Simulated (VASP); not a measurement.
# ZnO (wurtzite type) (P6_3mc) in VASP: a series of runs

Runs on ZnO (wurtzite type). Level: LDA. Tasks: single point.

Program: VASP 6.6.1. These are calculated values, not measurements. Logs are shortened: lines on timing, memory, paths and dates and some standing lists are left out, and cuts for length are marked.

## Step 1: The cell of the first run

It takes space group P6_3mc (No. 186, hexagonal). Conventional cell: a = 3.187 Å, b = 3.187 Å, c = 5.153 Å, α = 90.00°, β = 90.00°, γ = 120.00°. Zn (site symmetry 3m) has 4 O at 1.94 to 1.95 Å within 2.6 Å. Within 2.6 Å of O (site symmetry 3m) lie 4 Zn at 1.94 to 1.95 Å.

## Step 2: Single point, LDA

File INCAR:

```
PREC = Accurate ; ENCUT = 520
EDIFF = 1E-7 ; ISMEAR = -1
SIGMA = 0.02 ; LREAL = False
LASPH = True ; NELM = 60
ALGO = Normal ; ISIF = 2
LWAVE = False ; LCHARG = False
NBANDS = 26
```

File KPOINTS:

```
regular mesh
0
Gamma
  12 12 7
```

File POSCAR:

```
ZnO
1.0
    3.1865540094      0.0000000000      0.0000000000
   -1.5932770047      2.7596367227      0.0000000000
    0.0000000000      0.0000000000      5.1530062733
Zn O
2 2
Direct
    0.3333333333      0.6666666667     -0.0011730849
    0.6666666667      0.3333333333      0.4988269151
    0.3333333333      0.6666666667      0.3771730849
    0.6666666667      0.3333333333      0.8771730849
```

Potentials or basis: VASP PAW LDA potentials, release 64 (Zn, O).

Launch:

```console
$ cat potpaw_LDA.64/Zn/POTCAR potpaw_LDA.64/O/POTCAR > POTCAR
$ mpirun -np 1 vasp_std > vasp.out
```

OUTCAR:

```text
PREC = Accurate
   ENCUT = 520
   EDIFF = 1E-7
   ISMEAR = -1
   LREAL = False
   LASPH = True
   NELM = 60
   ISIF = 2

 ion  position               nearest neighbor table
   1  0.333  0.667  0.999-   4 1.94   4 1.94   4 1.94   3 1.95
   2  0.667  0.333  0.499-   3 1.94   3 1.94   3 1.94   4 1.95
   3  0.333  0.667  0.377-   2 1.94   2 1.94   2 1.94   1 1.95
   4  0.667  0.333  0.877-   1 1.94   1 1.94   1 1.94   2 1.95

  LATTYP: Found a hexagonal cell.
 ALAT       =     3.1865540094
 C/A-ratio  =     1.6171093470

  Lattice vectors:

 A1 = (   3.1865540094,   0.0000000000,   0.0000000000)
 A2 = (  -1.5932770047,   2.7596367227,   0.0000000000)
 A3 = (   0.0000000000,   0.0000000000,   5.1530062733)

Analysis of symmetry for initial positions (statically):
=====================================================================
 Subroutine PRICEL returns:
 Original cell was already a primitive cell.

 Routine SETGRP: Setting up the symmetry group for a
 hexagonal supercell.

 Subroutine GETGRP returns: Found 12 space group operations
 (whereof  6 operations were pure point group operations)
 out of a pool of 24 trial point group operations.

The static configuration has the point symmetry C_3v.
 The point group associated with its full space group is C_6v.

Analysis of symmetry for dynamics (positions and initial velocities):
=====================================================================
 Subroutine PRICEL returns:
 Original cell was already a primitive cell.

 Routine SETGRP: Setting up the symmetry group for a
 hexagonal supercell.

 Subroutine GETGRP returns: Found 12 space group operations
 (whereof  6 operations were pure point group operations)
 out of a pool of 24 trial point group operations.

The dynamic configuration has the point symmetry C_3v.
 The point group associated with its full space group is C_6v.

 Subroutine INISYM returns: Found 12 space group operations
 (whereof  6 operations are pure point group operations),
 and found     1 'primitive' translations

----------------------------------------------------------------------------------------

                                     Primitive cell

  volume of cell :      45.3142

  direct lattice vectors                    reciprocal lattice vectors
     3.186554009  0.000000000  0.000000000     0.313818626  0.181183268  0.000000000
    -1.593277005  2.759636723  0.000000000     0.000000000  0.362366536  0.000000000
     0.000000000  0.000000000  5.153006273     0.000000000  0.000000000  0.194061475

  length of vectors
     3.186554009  3.186554009  5.153006273     0.362366536  0.362366536  0.194061475

  position of ions in fractional coordinates (direct lattice)
     0.333333333  0.666666667  0.998826915
     0.666666667  0.333333333  0.498826915
     0.333333333  0.666666667  0.377173085
     0.666666667  0.333333333  0.877173085

  ion indices of the primitive-cell ions
   primitive index   ion index
                 1           1
                 2           2
                 3           3
                 4           4

----------------------------------------------------------------------------------------

 KPOINTS: regular mesh

Automatic generation of k-mesh.
 Grid dimensions read from file:
 generate k-points for:   12   12    7

 Generating k-lattice:

  Cartesian coordinates                     Fractional coordinates (reciprocal lattice)
     0.026151552  0.015098606  0.000000000     0.083333333  0.000000000  0.000000000
     0.000000000  0.030197211  0.000000000     0.000000000  0.083333333  0.000000000
     0.000000000  0.000000000  0.027723068     0.000000000  0.000000000  0.142857143

  Length of vectors
     0.030197211  0.030197211  0.027723068

  Shift w.r.t. Gamma in fractional coordinates (k-lattice)
     0.000000000  0.000000000  0.000000000

 Subroutine IBZKPT returns following result:
 ===========================================

 Found     76 irreducible k-points:

 Following reciprocal coordinates:
            Coordinates               Weight
  0.000000  0.000000  0.000000      1.000000
  0.083333 -0.000000  0.000000      6.000000
  0.166667  0.000000  0.000000      6.000000
  0.250000  0.000000  0.000000      6.000000
  0.333333  0.000000  0.000000      6.000000
  0.416667  0.000000  0.000000      6.000000
[... 16 lines left out ...]
  0.250000  0.000000  0.142857     12.000000
  0.333333  0.000000  0.142857     12.000000
 [... further k-points ...]
   k-points           NKPTS =     76   k-points in BZ     NKDIM =     76   number of bands    NBANDS=     26
   number of dos      NEDOS =    301   number of ions     NIONS =      4
   total plane-waves  NPLWV =  23040
   dimension x,y,z NGX =    24 NGY =   24 NGZ =   40
   dimension x,y,z NGXF=    48 NGYF=   48 NGZF=   80
   ions per type =               2   2
   NGX,Y,Z   is equivalent  to a cutoff of  12.52, 12.52, 12.90 a.u.
   NGXF,Y,Z  is equivalent  to a cutoff of  25.04, 25.04, 25.81 a.u.
 SYSTEM =  unknown system
   PREC   = accura    normal or accurate (medium, high low for compatibility)
   ISTART =      0    job   : 0-new  1-cont  2-samecut
   ICHARG =      2    charge: 1-file 2-atom 10-const
   ISPIN  =      1    spin polarized calculation?
   LNONCOLLINEAR =      F non collinear calculations
   LSORBIT =      F    spin-orbit coupling
   LASPH  =      T    aspherical Exc in radial PAW
   ENCUT  =  520.0 eV  38.22 Ry    6.18 a.u.   5.92  5.92  9.58*2*pi/ulx,y,z
   NELM   =     60;   NELMIN=  2; NELMDL= -5     # of ELM steps
   EDIFF  = 0.1E-06   stopping-criterion for ELM
   LREAL  =      F    real-space projection
   EDIFFG = 0.1E-05   stopping-criterion for IOM
   NSW    =      0    number of steps for IOM
   IBRION =     -1    ionic relax: 0-MD 1-quasi-New 2-CG
   NFREE  =      0    steps in history (QN), initial steepest desc. (CG)
   ISIF   =      2    stress and relaxation
   ISYM   =      2    0-nonsym 1-usesym 2-fastsym
   POTIM  = 0.5000    time-step for ionic-motion
   TEBEG  =    0.0;   TEEND  =   0.0 temperature during run
   PSTRESS=    0.0 pullay stress
   NELECT =      36.0000    total number of electrons
   NUPDOWN=      -1.0000    fix difference up-down
   EMIN   =  10.00;   EMAX   =-10.00  energy-range for DOS
   EFERMI =   0.00;   METHOD = LEGACY
   ISMEAR =    -1;   SIGMA  =   0.02  broadening in eV -4-tet -1-fermi 0-gaus
   EFERMI_NEDOS =   21; number of points for ismear=-14 and -15
   IALGO  =     38    algorithm
   IMIX   =      4    mixing-type and parameters
     AMIX     =   0.40;   BMIX     =  1.00
     AMIX_MAG =   1.60;   BMIX_MAG =  1.00
  volume/ion in A,a.u.               =      11.33        76.45
  Fermi-wavevector in a.u.,A,eV,Ry     =   1.516228  2.865255 31.279058  2.298946
  Thomas-Fermi vector in A             =   2.625645
   LORBIT       =      0    0 simple, 1 ext, 2 COOP (PROOUT), +10 PAW based schemes
   GGA     = CA    functional components
   LHFCALC =     F    Hartree Fock is set to
   AEXX    =    0.0000 exact exchange contribution
   IVDW    =     0    specifies the selected vdW correction
   LEPSILON=     F    determine dielectric tensor
   LRPA    =     F    only Hartree local field effects (RPA)
 non-spin polarized calculation
  energy-cutoff  :      520.00
  volume of cell :       45.31
 maximum number of plane-waves:      1242
 NGX is ok and might be reduce to    24
   NGX = 11   NGY = 11   NGZ = 19

 number of electron      35.9999985 magnetization

 Free energy of the ion-electron system (eV)
  ---------------------------------------------------
  ext. energy  EPLUGINS =         0.00000000
  ---------------------------------------------------
  free energy    TOTEN  =       -21.15672699 eV

  energy without entropy =      -21.15672699  energy(sigma->0) =      -21.15672699

 E-fermi :   1.7715     XC(G=0): -11.7268

 val. band max:        1.3534556798   @ k =   0.0000   0.0000   0.0000
 cond. band min:       2.1629510631   @ k =   0.0000   0.0000   0.0000
 fundamental gap:      0.8094953834
 Fermi energy:         1.7715165927

 k-point     1 :       0.0000    0.0000    0.0000
  band No.  band energies     occupation
      1     -16.8732      2.00000
      2     -16.0303      2.00000
      3      -4.7745      2.00000
      4      -4.6799      2.00000
      5      -4.6799      2.00000
      6      -4.6428      2.00000
[... 18 lines left out ...]
     25      15.6691      0.00000
     26      15.6691      0.00000

 k-point     2 :       0.0833   -0.0000    0.0000
  band No.  band energies     occupation
      1     -16.8282      2.00000
      2     -16.0096      2.00000
      3      -4.7489      2.00000
      4      -4.6971      2.00000
      5      -4.6558      2.00000
      6      -4.6142      2.00000
[... 18 lines left out ...]
     25      15.5140      0.00000
     26      15.7707      0.00000

 k-point     3 :       0.1667    0.0000    0.0000
  band No.  band energies     occupation
      1     -16.7017      2.00000
      2     -15.9552      2.00000
      3      -4.8678      2.00000
      4      -4.5925      2.00000
      5      -4.5823      2.00000
      6      -4.5481      2.00000
[... 18 lines left out ...]
     25      15.4923      0.00000
     26      15.8671      0.00000

 k-point     4 :       0.2500    0.0000    0.0000
  band No.  band energies     occupation
      1     -16.5175      2.00000
      2     -15.8861      2.00000
      3      -4.9978      2.00000
      4      -4.6146      2.00000
      5      -4.5151      2.00000
      6      -4.4130      2.00000
[... 18 lines left out ...]
     25      14.8275      0.00000
     26      15.7043      0.00000
[... 496 lines left out ...]
      1     -16.6663      2.00000
      2     -15.9936      2.00000
      3      -4.8979      2.00000
      4      -4.7197      2.00000
      5      -4.5847      2.00000
      6      -4.5478      2.00000
[... 18 lines left out ...]
     25      14.7844      0.00000
     26      15.6927      0.00000

 k-point    23 :       0.2500    0.0000    0.1429
  band No.  band energies     occupation
      1     -16.4867      2.00000
      2     -15.9175      2.00000
      3      -5.0248      2.00000
      4      -4.7194      2.00000
      5      -4.5037      2.00000
      6      -4.4291      2.00000
[... 18 lines left out ...]
     25      14.8268      0.00000
     26      15.6018      0.00000

 k-point    24 :       0.3333    0.0000    0.1429
  band No.  band energies     occupation
      1     -16.2890      2.00000
      2     -15.8518      2.00000
      3      -5.0946      2.00000
      4      -4.7657      2.00000
      5      -4.4365      2.00000
      6      -4.2864      2.00000
[... 18 lines left out ...]
     25      14.8602      0.00000
     26      15.5672      0.00000

 [... further k-points ...]
[... 5 lines left out ...]
  --------------------------------------------------------------------------------------
  -------------------------------------------------------------------------------------
  Total        0.3819879      0.3819879      0.3703058      0.0000000      0.0000000      0.0000000
  in kB       13.5059871     13.5059871     13.0929413      0.0000000      0.0000000      0.0000000
  external PRESSURE =      13.3683051 kB  Pullay stress =       0.0000000 kB

 VOLUME and BASIS-vectors are now :
 -----------------------------------------------------------------------------
  energy-cutoff  :      520.00
  volume of cell :       45.31
      direct lattice vectors                 reciprocal lattice vectors
     3.186554009  0.000000000  0.000000000     0.313818626  0.181183268  0.000000000
    -1.593277005  2.759636723  0.000000000     0.000000000  0.362366536  0.000000000
     0.000000000  0.000000000  5.153006273     0.000000000  0.000000000  0.194061475

 POSITION                                       TOTAL-FORCE (eV/Angst)
 -----------------------------------------------------------------------------------
     -0.00000      1.83976      5.14696         0.000000      0.000000      0.001161
      1.59328      0.91988      2.57046        -0.000000     -0.000000      0.001161
     -0.00000      1.83976      1.94358        -0.000000      0.000000     -0.001161
      1.59328      0.91988      4.52008         0.000000     -0.000000     -0.001161
 -----------------------------------------------------------------------------------
    total drift:                                0.000000      0.000001     -0.000188

  FREE ENERGIE OF THE ION-ELECTRON SYSTEM (eV)
  ---------------------------------------------------
  free  energy   TOTEN  =       -21.1567269900 eV

  energy  without entropy=      -21.1567269900  energy(sigma->0) =      -21.15672699
```

Wall time 64 s (1 thread of Intel Xeon Platinum 8375C at 2.90GHz (Ice Lake), shared host); peak memory 0.19 GiB.

What came out:

```yaml
Free_energy: -21.1567 eV
Pressure: 1.3 GPa
Band_gap_on_the_k_mesh: 0.81 eV, direct
```

Levels at points of the mesh, in eV from the valence-band top:
```
           k point  band 15  band 16  band 17  band 18  band 19  band 20  band 21  band 22
(0.00, 0.00, 0.00)    -0.86    -0.11     0.00     0.00     0.81     5.30     8.20    12.97
(0.50, 0.00, 0.00)    -3.03    -2.45    -1.41    -0.91     5.89     6.77     7.45     8.72
```

## Step 3: Single point, LDA

File INCAR:

```
PREC = Accurate ; ENCUT = 910
EDIFF = 1E-6 ; ISMEAR = -1
SIGMA = 0.02 ; LREAL = False
LASPH = True ; NELM = 120
ALGO = Normal ; ISIF = 2
LWAVE = False ; LCHARG = False
NBANDS = 26 ; GGA_COMPAT = False
```

KPOINTS is that of step 2.

POSCAR is that of step 2.

Potentials or basis: VASP PAW LDA potentials, release 64 (Zn, O_h).

Launch:

```console
$ cat potpaw_LDA.64/Zn/POTCAR potpaw_LDA.64/O_h/POTCAR > POTCAR
$ mpirun -np 1 vasp_std > vasp.out
```

Run time: 88 s. Hardware: 1 thread of Intel Xeon 6975P-C (Granite Rapids), shared host; peak memory 0.3 GiB.

The run converged. Its results:

* Free energy: -21.1726 eV
* Pressure: 1.0 GPa
* Band gap on the k mesh: 0.81 eV, direct

Levels at points of the mesh, in eV from the valence-band top:
```
           k point  band 15  band 16  band 17  band 18  band 19  band 20  band 21  band 22
(0.00, 0.00, 0.00)    -0.86    -0.11     0.00     0.00     0.81     5.30     8.20    12.97
(0.50, 0.00, 0.00)    -3.03    -2.45    -1.41    -0.91     5.90     6.78     7.45     8.72
```

Caveat: the cutoff is under 1.25 times the usual one of these potentials, so pressure, stress and relaxed cells hold a basis-set (Pulay) error.
